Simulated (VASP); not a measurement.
# Ti2Ge6Mo (Fmmm) in VASP: single point with PBE

Aim: the single point of Ti2Ge6Mo with PBE.

All numbers are computed with VASP 6.6.1; they aren't measurements. Logs are shortened: lines on timing, memory, paths and dates and some standing lists are left out, and cuts for length are marked.

## Step 1: The cell of the first run

It takes space group Fmmm (No. 69, orthorhombic). Conventional cell: a = 4.743 Å, b = 8.485 Å, c = 14.285 Å, α = 90.00°, β = 90.00°, γ = 90.00°. Ti (site symmetry mm2) has 10 Ge at 2.74 to 2.87 Å and 2 Ti at 3.30 Å and 2 Mo at 3.39 Å within 3.6 Å. Ge (site symmetry m) has 1 Mo at 2.72 Å and 4 Ti at 2.74 to 2.87 Å and 9 Ge at 2.75 to 3.41 Å within 3.6 Å. Ge (site symmetry m2m) has 3 Mo at 2.74 to 2.87 Å and 9 Ge at 2.75 to 3.34 Å and 2 Ti at 2.79 Å within 3.6 Å. Within 3.6 Å of Mo (site symmetry mmm) lie 10 Ge at 2.72 to 2.87 Å and 4 Ti at 3.39 Å.

## Step 2: Single point, PBE, collinear spin

File INCAR:

```
SYSTEM = Ti2Ge6Mo
PREC = Accurate ; ENCUT = 500
EDIFF = 1E-6 ; ISMEAR = 0
SIGMA = 0.1 ; LREAL = .False.
LASPH = .True. ; NELM = 200
ALGO = Normal ; ISIF = 2
LWAVE = .False. ; LCHARG = .True.
ISPIN = 2 ; MAGMOM = 1 1 0 0 0 0 0 0 1
LORBIT = 11 ; LMAXMIX = 4
GGA = PE ; LELF = .True.
LVHAR = .True. ; NBANDS = 75
GGA_COMPAT = .False.
```

File KPOINTS:

```
regular mesh
0
Gamma
  4 4 4
  0 0 0
```

File POSCAR:

```
Ti2Ge6Mo
1.0
    0.0000000000      4.2423831000      7.1422552000
    2.3717241000      0.0000000000      7.1422552000
    2.3717241000      4.2423831000      0.0000000000
Ti Ge Mo
2 6 1
Direct
    0.6696910000      0.6696910000      0.3303090000
    0.3303090000      0.3303090000      0.6696910000
    0.0018880000      0.3264800000      0.6735200000
    0.3378750000      0.6621250000      0.3378750000
    0.6735200000      0.9981120000      0.0018880000
    0.3264800000      0.0018880000      0.9981120000
    0.6621250000      0.3378750000      0.6621250000
    0.9981120000      0.6735200000      0.3264800000
    0.0000000000      0.0000000000      0.0000000000
```

Potentials or basis: VASP PAW PBE potentials, release 64 (Ti_sv, Ge_d, Mo_sv).

Launch:

```bash
$ cat potpaw_PBE.64/Ti_sv/POTCAR potpaw_PBE.64/Ge_d/POTCAR potpaw_PBE.64/Mo_sv/POTCAR > POTCAR
$ mpirun -np 1 vasp_std > vasp.out
```

OUTCAR:

```text
SYSTEM = Ti2Ge6Mo
   PREC = Accurate
   ENCUT = 500
   EDIFF = 1E-6
   ISMEAR = 0
   LREAL = .False.
   LASPH = .True.
   NELM = 200
   ISIF = 2
   ISPIN = 2
   LORBIT = 11
   GGA = PE

 ion  position               nearest neighbor table
   1  0.670  0.670  0.330-   5 2.74   8 2.74   6 2.74   6 2.74   3 2.74   3 2.74   7 2.79   4 2.79
                             3 2.87   6 2.87
   2  0.330  0.330  0.670-   3 2.74   6 2.74   8 2.74   8 2.74   5 2.74   5 2.74   4 2.79   7 2.79
                             5 2.87   8 2.87
   3  0.002  0.326  0.674-   9 2.72   2 2.74   1 2.74   1 2.74   6 2.75   7 2.78   6 2.80   6 2.80
                             1 2.87   8 2.87
   4  0.338  0.662  0.338-   9 2.74   9 2.74   7 2.75   6 2.78   8 2.78   2 2.79   1 2.79   7 2.80
                             7 2.80   9 2.87
   5  0.674  0.998  0.002-   9 2.72   1 2.74   2 2.74   2 2.74   8 2.75   7 2.78   8 2.80   8 2.80
                             2 2.87   6 2.87
   6  0.326  0.002  0.998-   9 2.72   2 2.74   1 2.74   1 2.74   3 2.75   4 2.78   3 2.80   3 2.80
                             1 2.87   5 2.87
   7  0.662  0.338  0.662-   9 2.74   9 2.74   4 2.75   3 2.78   5 2.78   2 2.79   1 2.79   4 2.80
                             4 2.80   9 2.87
   8  0.998  0.674  0.326-   9 2.72   1 2.74   2 2.74   2 2.74   5 2.75   4 2.78   5 2.80   5 2.80
                             2 2.87   3 2.87
   9  0.000  0.000  0.000-   3 2.72   5 2.72   6 2.72   8 2.72   7 2.74   7 2.74   4 2.74   4 2.74
                             7 2.87   4 2.87

  LATTYP: Found a face centered orthorhombic cell.
 ALAT       =     4.7434482000
 B/A-ratio  =     1.7887338160
 C/A-ratio  =     3.0114190769

  Lattice vectors:

 A1 = (   0.0000000000,   4.2423831000,   7.1422552000)
 A2 = (   2.3717241000,   0.0000000000,   7.1422552000)
 A3 = (   2.3717241000,   4.2423831000,   0.0000000000)

Analysis of symmetry for initial positions (statically):
=====================================================================
 Subroutine PRICEL returns:
 Original cell was already a primitive cell.

 Routine SETGRP: Setting up the symmetry group for a
 face centered orthorhombic supercell.

 Subroutine GETGRP returns: Found  8 space group operations
 (whereof  8 operations were pure point group operations)
 out of a pool of  8 trial point group operations.

The static configuration has the point symmetry D_2h.

Analysis of symmetry for dynamics (positions and initial velocities):
=====================================================================
 Subroutine PRICEL returns:
 Original cell was already a primitive cell.

 Routine SETGRP: Setting up the symmetry group for a
 face centered orthorhombic supercell.

[... 176 lines left out ...]
 E-fermi :   8.6073     XC(G=0): -12.2302

 val. band max:        8.5922323984   @ k =  -0.2500   0.2500   0.0000
 cond. band min:       8.6202631502   @ k =   0.0000   0.5000   0.5000
 fundamental gap:      0.0280307518
 Fermi energy:         8.6072835293

 spin component 1

 k-point     1 :       0.0000    0.0000    0.0000
  band No.  band energies     occupation
      1     -51.9495      1.00000
      2     -47.9044      1.00000
      3     -47.8954      1.00000
      4     -26.1140      1.00000
      5     -26.0821      1.00000
      6     -25.9989      1.00000
[... 1357 lines left out ...]
     72      13.0427      0.00000
     73      13.2167      0.00000
 Fermi energy:         8.6072835293

 spin component 2

 k-point     1 :       0.0000    0.0000    0.0000
  band No.  band energies     occupation
      1     -51.9494      1.00000
      2     -47.9042      1.00000
      3     -47.8952      1.00000
      4     -26.1140      1.00000
      5     -26.0821      1.00000
      6     -25.9989      1.00000
[... 1357 lines left out ...]
     72      13.0428      0.00000
     73      13.2167      0.00000
 [bands above 73 left out]

------------------------ aborting loop because EDIFF is reached ----------------------------------------

  FORCE on cell =-STRESS in cart. coord.  units (eV):
  Direction    XX          YY          ZZ          XY          YZ          ZX
  --------------------------------------------------------------------------------------
  -------------------------------------------------------------------------------------
  Total        0.2866309     -0.1884328     -0.0359531      0.0000000      0.0000000      0.0000000
  in kB        3.1951712     -2.1005247     -0.4007819      0.0000000      0.0000000      0.0000000
  external PRESSURE =       0.2312882 kB  Pullay stress =       0.0000000 kB

 VOLUME and BASIS-vectors are now :
 -----------------------------------------------------------------------------
  energy-cutoff  :      500.00
  volume of cell :      143.73
      direct lattice vectors                 reciprocal lattice vectors
     0.000000000  4.242383100  7.142255200    -0.210817101  0.117858286  0.070005900
     2.371724100  0.000000000  7.142255200     0.210817101 -0.117858286  0.070005900
     2.371724100  4.242383100  0.000000000     0.210817101  0.117858286 -0.070005900

 POSITION                                       TOTAL-FORCE (eV/Angst)
 -----------------------------------------------------------------------------------
      2.37172      4.24238      9.56621         0.000000      0.000000     -0.009087
      2.37172      4.24238      4.71830         0.000000      0.000000      0.009087
      2.37172      2.86534      2.34529         0.000000     -0.009592      0.080188
      2.37172      2.86679      7.14226         0.000000      0.032413      0.000000
      2.37172      2.86534     11.93922         0.000000     -0.009592     -0.080188
      2.37172      5.61943      2.34529         0.000000      0.009592      0.080188
      2.37172      5.61798      7.14226         0.000000     -0.032413      0.000000
      2.37172      5.61943     11.93922         0.000000      0.009592     -0.080188
      0.00000      0.00000      0.00000         0.000000      0.000000      0.000000
 -----------------------------------------------------------------------------------
    total drift:                                0.000000      0.000000      0.000000

  FREE ENERGIE OF THE ION-ELECTRON SYSTEM (eV)
  ---------------------------------------------------
  free  energy   TOTEN  =       -55.9470909911 eV

  energy  without entropy=      -55.9293906870  energy(sigma->0) =      -55.93824084

 total charge

# of ion       s       p       d       tot
------------------------------------------
    1        2.160   6.124   1.960  10.243
    2        2.160   6.124   1.960  10.243
    3        1.159   1.158  10.055  12.373
    4        1.154   1.140  10.065  12.359
    5        1.159   1.158  10.055  12.373
    6        1.159   1.158  10.055  12.373
    7        1.154   1.140  10.065  12.359
    8        1.159   1.158  10.055  12.373
    9        2.256   6.150   3.968  12.374
--------------------------------------------------
tot         13.518  25.311  68.239 107.068

 magnetization (x)

# of ion       s       p       d       tot
------------------------------------------
    1        0.000   0.000   0.000   0.000
    2        0.000   0.000   0.000   0.000
    3        0.000  -0.000   0.000  -0.000
    4        0.000   0.000   0.000   0.000
    5        0.000  -0.000   0.000  -0.000
    6        0.000  -0.000   0.000  -0.000
    7        0.000   0.000   0.000   0.000
    8        0.000  -0.000   0.000  -0.000
    9       -0.000   0.000  -0.000  -0.000
--------------------------------------------------
tot          0.000   0.000   0.000   0.000
```

Wall time 18 min (1 thread of Oxide Virtual Turin-like, shared host); peak memory 0.57 GiB.

Results:

```
Free energy                                           : -55.9471 eV
Pressure                                              : 0.0 GPa
Largest force                                         : 0.081 eV/Å
Band gap on the k mesh                                : zero (filled and empty bands overlap)
Net moment                                            : 0.00 μB per cell
Valence electrons inside the program's atomic spheres : Ti 10.24; Ge 12.37, 12.36 (each value once); Mo 12.37
```

Forces in eV/Å, atoms in the order of the input:
```
Ti   0.000  0.000 -0.009
Ti   0.000  0.000  0.009
Ge   0.000 -0.010  0.080
Ge   0.000  0.032  0.000
Ge   0.000 -0.010 -0.080
Ge   0.000  0.010  0.080
Ge   0.000 -0.032  0.000
Ge   0.000  0.010 -0.080
Mo   0.000  0.000  0.000
```

Levels at points of the mesh, in eV from the Fermi level:
Spin up:
| k point | band 58 | band 59 | band 60 | band 61 | band 62 | band 63 | band 64 | band 65 |
| --- | --- | --- | --- | --- | --- | --- | --- | --- |
| (0.00, 0.00, 0.00) | -0.94 | -0.89 | -0.82 | -0.69 | -0.38 | 1.62 | 2.86 | 3.04 |
| (0.50, 0.00, 0.00) | -1.03 | -0.40 | -0.22 | -0.05 | 0.24 | 1.08 | 1.84 | 2.06 |
| (0.50, 0.50, 0.00) | -0.74 | -0.64 | -0.64 | -0.56 | -0.39 | 0.17 | 1.88 | 2.11 |
| (0.50, 0.00, 0.50) | -0.40 | -0.38 | -0.20 | 0.28 | 0.33 | 0.75 | 0.90 | 1.53 |
| (0.00, 0.50, 0.50) | -0.09 | 0.01 | 0.12 | 0.61 | 0.73 | 0.80 | 0.98 | 1.19 |
Spin down:
| k point | band 57 | band 58 | band 59 | band 60 | band 61 | band 62 | band 63 | band 64 | band 65 | band 66 |
| --- | --- | --- | --- | --- | --- | --- | --- | --- | --- | --- |
| (0.00, 0.00, 0.00) | -1.18 | -0.94 | -0.89 | -0.82 | -0.69 | -0.38 | 1.62 | 2.86 | 3.04 | 3.08 |
| (0.50, 0.00, 0.00) | -1.25 | -1.03 | -0.40 | -0.22 | -0.05 | 0.24 | 1.08 | 1.84 | 2.06 | 2.23 |
| (0.50, 0.50, 0.00) | -1.33 | -0.74 | -0.64 | -0.64 | -0.56 | -0.39 | 0.17 | 1.88 | 2.11 | 2.53 |
| (0.50, 0.00, 0.50) | -0.63 | -0.40 | -0.38 | -0.20 | 0.28 | 0.33 | 0.75 | 0.90 | 1.53 | 1.61 |
| (0.00, 0.50, 0.50) | -0.65 | -0.09 | 0.01 | 0.12 | 0.61 | 0.73 | 0.80 | 0.98 | 1.19 | 1.47 |

Caveat: the k points lie up to 0.40 Å⁻¹ apart, too coarse for converged energies and pressures of a metal.

The gap in the log of VASP goes by the Fermi energy; the results here count the filled bands.